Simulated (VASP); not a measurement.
A run of VASP 6.6.1 is set up as follows.

Contents of INCAR:

```
SYSTEM = Ti3H
  PREC = Accurate
  ENCUT = 520
  EDIFF = 1E-7
  ISMEAR = 0
  SIGMA = 0.1
  LREAL = .FALSE.
  LASPH = .TRUE.
  NELM = 100
  ALGO = Normal
  ISIF = 2
  LWAVE = .FALSE.
  LCHARG = .FALSE.
  LDIPOL = .TRUE.
  IDIPOL = 3
  DIPOL = 0.5 0.5 0.315
  GGA = PE
  NBANDS = 47
```

File KPOINTS:

```
Automatic mesh
0
G
  6 6 1
  0 0 0
```

POSCAR

```
Ti3H
1.0
    4.6039800811      0.0000000000      0.0000000000
   -2.3019900405      3.9871637087      0.0000000000
    0.0000000000      0.0000000000     22.4969948581
Ti H
6 2
Direct
    0.6666666667      0.3333333333      0.1778015253
    0.3333333333      0.6666666667      0.2195752601
    0.0000000000      0.0000000000      0.2613489950
    0.6666666667      0.3333333333      0.2980583739
    0.3333333333      0.6666666667      0.3304600279
    0.0000000000      0.0000000000      0.3776946615
    0.2757109188      0.7242890812      0.4261455772
    0.3909557479      0.6090442521      0.4261455772
```

Potentials or basis: VASP PAW PBE potentials, release 64 (Ti_sv, H).

Command:

```sh
$ cat potpaw_PBE.64/Ti_sv/POTCAR potpaw_PBE.64/H/POTCAR > POTCAR
$ mpirun -np 1 vasp_std > vasp.out
```

(1) What does it give for the largest force?

(2) Predict the band gap on the k mesh.

Answers

(1) 1.699 eV/Å.

(2) zero (band 37 reaches -0.10 eV, above the bottom of band 38 at -0.29 eV).
